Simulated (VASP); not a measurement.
Write the native input for VASP 6.6.1 that does the following.

```
Task                   : single point
Functional             : PBE
Potentials or basis    : VASP PAW PBE potentials, release 64 (Y_sv)
Cutoff                 : 520 eV
k mesh                 : 14 × 14 × 14
Occupations            : gaussian, width 0.1 eV
Spin                   : no spin polarisation
Dipole correction      : no
Further INCAR settings : ALGO = Normal; EDIFF = 1e-06; NBANDS = 12
```

The structure of Y lies in POSCAR:

```
Y
1.0
    0.0000000000      2.5319323489      2.5319323489
    2.5319323489      0.0000000000      2.5319323489
    2.5319323489      2.5319323489      0.0000000000
Y
1
Direct
    0.0000000000      0.0000000000      0.0000000000
```

The input as run:

INCAR

```
  ALGO = Normal
  EDIFF = 1E-6
  ENCUT = 520
  GGA = PE
  ISIF = 2
  ISMEAR = 0
  LASPH = T
  LCHARG = F
  LREAL = F
  LWAVE = F
  NBANDS = 12
  NELM = 100
  PREC = Accurate
  SIGMA = 0.1
```

KPOINTS

```
k-points
0
Gamma
  14 14 14
```

Potentials or basis: VASP PAW PBE potentials, release 64 (Y_sv).

Launch:

```sh
$ cat potpaw_PBE.64/Y_sv/POTCAR > POTCAR
$ mpirun -np 1 vasp_std > vasp.out
```

Results of the run:

```json
{"Pressure": "-0.2 GPa"}
```

Wall time 22 s on 1 thread of Intel(R) Xeon(R) Platinum 8488C (Sapphire Rapids) (shared host), peak memory 0.2 GiB.
